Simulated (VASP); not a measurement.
# TlSnCl3 (Pm-3m) in VASP: dielectric tensor with PBE

Aim: the dielectric tensor of TlSnCl3 with PBE.

All numbers are computed with VASP 6.6.1; they aren't measurements. Logs are shortened: lines on timing, memory, paths and dates and some standing lists are left out, and cuts for length are marked.

## Step 1: The cell of the first run

The structure is cubic, space group Pm-3m (No. 221). Conventional cell: a = 5.517 Å, b = 5.517 Å, c = 5.517 Å, α = 90.00°, β = 90.00°, γ = 90.00°. Within 5.1 Å of Tl (site symmetry m-3m) lie 12 Cl at 3.90 Å and 8 Sn at 4.78 Å. Sn (site symmetry m-3m) has 6 Cl at 2.76 Å within 3.6 Å. Cl (site symmetry 4/mmm) has 2 Sn at 2.76 Å within 3.6 Å.

## Step 2: Dielectric tensor, PBE

Input file INCAR:

```
SYSTEM = TlSnCl3
ALGO     = Normal         ! electronic algorithm
EDIFF    = 1E-8           ! SCF threshold, eV
ENCUT    = 520            ! plane-wave cutoff, eV
GGA      = PE             ! functional
ISIF     = 2              ! what is computed and relaxed
ISMEAR   = 0              ! smearing method
LASPH    = .TRUE.         ! aspherical terms in the spheres
LCHARG   = .FALSE.        ! write CHGCAR
LEPSILON = .TRUE.         ! dielectric tensor by DFPT
LREAL    = .FALSE.        ! projectors in reciprocal space
LWAVE    = .FALSE.        ! write WAVECAR
NELM     = 100            ! most SCF steps
PREC     = Accurate       ! precision mode
SIGMA    = 0.01           ! smearing width, eV
```

Input file KPOINTS:

```
k-points
0
G
  4 4 4
  0 0 0
```

Input file POSCAR:

```
TlSnCl3
1.0
    5.5173601512      0.0000000000      0.0000000000
    0.0000000000      5.5173601512      0.0000000000
    0.0000000000      0.0000000000      5.5173601512
Tl Sn Cl
1 1 3
Direct
    0.0000000000      0.0000000000      0.0000000000
    0.5000000000      0.5000000000      0.5000000000
    0.5000000000      0.5000000000      0.0000000000
    0.5000000000      0.0000000000      0.5000000000
    0.0000000000      0.5000000000      0.5000000000
```

Potentials or basis: VASP PAW PBE potentials, release 64 (Tl_d, Sn_d, Cl).

Command:

```console
$ cat potpaw_PBE.64/Tl_d/POTCAR potpaw_PBE.64/Sn_d/POTCAR potpaw_PBE.64/Cl/POTCAR > POTCAR
$ mpirun -np 1 vasp_std > vasp.out
```

OUTCAR:

```text
SYSTEM = TlSnCl3
   EDIFF = 1E-8
   ENCUT = 520
   GGA = PE
   ISIF = 2
   ISMEAR = 0
   LASPH = .TRUE.
   LEPSILON = .TRUE.
   LREAL = .FALSE.
   NELM = 100
   PREC = Accurate

 ion  position               nearest neighbor table
   1  0.000  0.000  0.000-
   2  0.500  0.500  0.500-   3 2.76   4 2.76   5 2.76   3 2.76   4 2.76   5 2.76
   3  0.500  0.500  0.000-   2 2.76   2 2.76
   4  0.500  0.000  0.500-   2 2.76   2 2.76
   5  0.000  0.500  0.500-   2 2.76   2 2.76

  LATTYP: Found a simple cubic cell.
 ALAT       =     5.5173601512

  Lattice vectors:

 A1 = (   5.5173601512,   0.0000000000,   0.0000000000)
 A2 = (   0.0000000000,   5.5173601512,   0.0000000000)
 A3 = (   0.0000000000,   0.0000000000,   5.5173601512)

Analysis of symmetry for initial positions (statically):
=====================================================================
 Subroutine PRICEL returns:
 Original cell was already a primitive cell.

 Routine SETGRP: Setting up the symmetry group for a
 simple cubic supercell.

 Subroutine GETGRP returns: Found 48 space group operations
 (whereof 48 operations were pure point group operations)
 out of a pool of 48 trial point group operations.

The static configuration has the point symmetry O_h .

Analysis of symmetry for dynamics (positions and initial velocities):
=====================================================================
 Subroutine PRICEL returns:
 Original cell was already a primitive cell.

 Routine SETGRP: Setting up the symmetry group for a
 simple cubic supercell.

 Subroutine GETGRP returns: Found 48 space group operations
 (whereof 48 operations were pure point group operations)
 out of a pool of 48 trial point group operations.

The dynamic configuration has the point symmetry O_h .

 Subroutine INISYM returns: Found 48 space group operations
 (whereof 48 operations are pure point group operations),
 and found     1 'primitive' translations

----------------------------------------------------------------------------------------

                                     Primitive cell

  volume of cell :     167.9554

  direct lattice vectors                    reciprocal lattice vectors
     5.517360151  0.000000000  0.000000000     0.181246098  0.000000000  0.000000000
     0.000000000  5.517360151  0.000000000     0.000000000  0.181246098  0.000000000
     0.000000000  0.000000000  5.517360151     0.000000000  0.000000000  0.181246098

  length of vectors
     5.517360151  5.517360151  5.517360151     0.181246098  0.181246098  0.181246098

  position of ions in fractional coordinates (direct lattice)
     0.000000000  0.000000000  0.000000000
     0.500000000  0.500000000  0.500000000
     0.500000000  0.500000000  0.000000000
     0.500000000  0.000000000  0.500000000
     0.000000000  0.500000000  0.500000000

  ion indices of the primitive-cell ions
   primitive index   ion index
                 1           1
                 2           2
                 3           3
                 4           4
                 5           5

----------------------------------------------------------------------------------------

 KPOINTS: k-points

Automatic generation of k-mesh.
 Grid dimensions read from file:
 generate k-points for:    4    4    4

 Generating k-lattice:

  Cartesian coordinates                     Fractional coordinates (reciprocal lattice)
[... 71 lines left out ...]
   LHFCALC =     F    Hartree Fock is set to
   AEXX    =    0.0000 exact exchange contribution
   IVDW    =     0    specifies the selected vdW correction
   LEPSILON=     T    determine dielectric tensor
   LRPA    =     F    only Hartree local field effects (RPA)
 non-spin polarized calculation
 Gauss-broadening in eV      SIGMA  =   0.01
  energy-cutoff  :      520.00
  volume of cell :      167.96
 maximum number of plane-waves:      4632
 NGX is ok and might be reduce to    42
   NGX = 21   NGY = 21   NGZ = 21

--------------------------------------- Ionic step        1  -------------------------------------------

 number of electron      47.9999979 magnetization

 E-fermi :   3.5711     XC(G=0):  -7.8998

 val. band max:        3.4812486455   @ k =   0.5000   0.5000   0.5000
 cond. band min:       4.1203137863   @ k =   0.5000   0.0000   0.0000
 fundamental gap:      0.6390651408
 Fermi energy:         3.5710936672

 k-point     1 :       0.0000    0.0000    0.0000
  band No.  band energies     occupation
      1     -18.8017      2.00000
      2     -18.8017      2.00000
      3     -18.7596      2.00000
      4     -18.7596      2.00000
      5     -18.7596      2.00000
      6     -12.8848      2.00000
[... 299 lines left out ...]
     27       4.2360      0.00000
     28       5.4878      0.00000

  FORCE on cell =-STRESS in cart. coord.  units (eV):
  Direction    XX          YY          ZZ          XY          YZ          ZX
  --------------------------------------------------------------------------------------
  -------------------------------------------------------------------------------------
  Total        0.9685464      0.9685464      0.9685464     -0.0000000     -0.0000000      0.0000000
  in kB        9.2392565      9.2392565      9.2392565     -0.0000000     -0.0000000      0.0000000
  external PRESSURE =       9.2392565 kB  Pullay stress =       0.0000000 kB

 VOLUME and BASIS-vectors are now :
 -----------------------------------------------------------------------------
  energy-cutoff  :      520.00
  volume of cell :      167.96
      direct lattice vectors                 reciprocal lattice vectors
     5.517360151  0.000000000  0.000000000     0.181246098  0.000000000  0.000000000
     0.000000000  5.517360151  0.000000000     0.000000000  0.181246098  0.000000000
     0.000000000  0.000000000  5.517360151     0.000000000  0.000000000  0.181246098

 POSITION                                       TOTAL-FORCE (eV/Angst)
 -----------------------------------------------------------------------------------
      0.00000      0.00000      0.00000         0.000000      0.000000      0.000000
      2.75868      2.75868      2.75868         0.000000      0.000000      0.000000
      2.75868      2.75868      0.00000         0.000000      0.000000      0.000000
      2.75868      0.00000      2.75868         0.000000      0.000000      0.000000
      0.00000      2.75868      2.75868         0.000000      0.000000      0.000000
 -----------------------------------------------------------------------------------
    total drift:                                0.000000     -0.000000     -0.000000

  FREE ENERGIE OF THE ION-ELECTRON SYSTEM (eV)
  ---------------------------------------------------
  free  energy   TOTEN  =       -16.3954231238 eV

  energy  without entropy=      -16.3954231238  energy(sigma->0) =      -16.39542312

 HEAD OF MICROSCOPIC STATIC DIELECTRIC TENSOR (INDEPENDENT PARTICLE, excluding Hartree and local field effects)
 ------------------------------------------------------
          12.826458    -0.000000    -0.000000
          -0.000000    12.826458    -0.000000
          -0.000000    -0.000000    12.826458
 ------------------------------------------------------

 Free energy of the ion-electron system (eV)
  ---------------------------------------------------
  ---------------------------------------------------
  free energy    TOTEN  =        -5.45226212 eV

  energy without entropy =       -5.45226212

------------------------ aborting loop because EDIFF is reached ----------------------------------------

--------------------------------------- Ionic step        2  -------------------------------------------

------------------------ aborting loop because EDIFF is reached ----------------------------------------

--------------------------------------- Ionic step        3  -------------------------------------------

 Free energy of the ion-electron system (eV)
  ---------------------------------------------------
  ---------------------------------------------------
  free energy    TOTEN  =        -5.45215950 eV

  energy without entropy =       -5.45215950

------------------------ aborting loop because EDIFF is reached ----------------------------------------

 PIEZOELECTRIC TENSOR FIELD DIRECTION 3  (e Angst)
 -----------------------------------------------------------------------------
    -0.00157  0.00000  0.00000           (  0.00000  0.00000  0.00000)
     0.00000 -0.00157 -0.00000           (  0.00000  0.00000 -0.00000)
     0.00000 -0.00000  0.00143           (  0.00000 -0.00000  0.00003)

 PIEZOELECTRIC TENSOR FIELD DIRECTION 3  (C/m^2)
 -----------------------------------------------------------------------------
    -0.00015  0.00000  0.00000
     0.00000 -0.00015 -0.00000
     0.00000 -0.00000  0.00014

 MACROSCOPIC STATIC DIELECTRIC TENSOR (including local field effects in DFT)
 ------------------------------------------------------
          12.092595    -0.000000    -0.000000
          -0.000000    12.092595    -0.000000
          -0.000000     0.000000    12.092595
 ------------------------------------------------------

 PIEZOELECTRIC TENSOR (including local field effects)  for field in x, y, z        (e  Angst)
          XX          YY          ZZ          XY          YZ          ZX
  --------------------------------------------------------------------------------
  x     0.00000     0.00000     0.00000     0.00000     0.00000     0.00000
  y     0.00000     0.00000     0.00000     0.00000     0.00000     0.00000
  z     0.00000     0.00000     0.00000     0.00000     0.00000     0.00000

 PIEZOELECTRIC TENSOR (including local field effects)  for field in x, y, z        (C/m^2)
          XX          YY          ZZ          XY          YZ          ZX
  --------------------------------------------------------------------------------
  x     0.00000     0.00000     0.00000     0.00000     0.00000     0.00000
  y     0.00000     0.00000     0.00000     0.00000     0.00000     0.00000
  z     0.00000     0.00000     0.00000     0.00000     0.00000     0.00000

 BORN EFFECTIVE CHARGES (including local field effects) (in |e|, cummulative output)
 ---------------------------------------------------------------------------------
 ion    1
    1     1.90684     0.00000     0.00000
    2     0.00000     1.90684    -0.00000
    3     0.00000     0.00000     1.90684
 ion    2
    1     4.51084    -0.00000    -0.00000
    2    -0.00000     4.51084    -0.00000
    3     0.00000     0.00000     4.51084
 ion    3
    1     0.27798    -0.00000    -0.00000
    2     0.00000     0.27798    -0.00000
    3     0.00000     0.00000    -6.97364
 ion    4
    1     0.27798     0.00000     0.00000
    2    -0.00000    -6.97364     0.00000
    3     0.00000     0.00000     0.27798
 ion    5
    1    -6.97364    -0.00000    -0.00000
    2    -0.00000     0.27798    -0.00000
    3     0.00000     0.00000     0.27798
```

It took 8.1 min on 1 thread of AMD EPYC 9R45 (Zen 5), shared host; peak memory 0.44 GiB.

What came out:

| Property | Result |
| --- | --- |
| Band gap on the k mesh | 0.64 eV, indirect (least direct gap 0.75 eV) |
| Electronic dielectric tensor (diagonal) | 12.09 |
| Born charges (mean of the diagonal) | Tl +1.91; Sn +4.51; Cl -2.14 e |

Electronic dielectric tensor:
```
12.09  0.00  0.00
 0.00 12.09  0.00
 0.00  0.00 12.09
```

Born effective charge tensors (e):
atom 1, Tl
```
1.91 0.00 0.00
0.00 1.91 0.00
0.00 0.00 1.91
```
atom 2, Sn
```
4.51 0.00 0.00
0.00 4.51 0.00
0.00 0.00 4.51
```
atom 3, Cl
```
 0.28  0.00  0.00
 0.00  0.28  0.00
 0.00  0.00 -6.97
```
atom 4, Cl
```
 0.28  0.00  0.00
 0.00 -6.97  0.00
 0.00  0.00  0.28
```
atom 5, Cl
```
-6.97  0.00  0.00
 0.00  0.28  0.00
 0.00  0.00  0.28
```

Caveat: the gap is small at this level, which inflates the dielectric constant; spin-orbit coupling is left out, which moves the levels of the heavy elements.
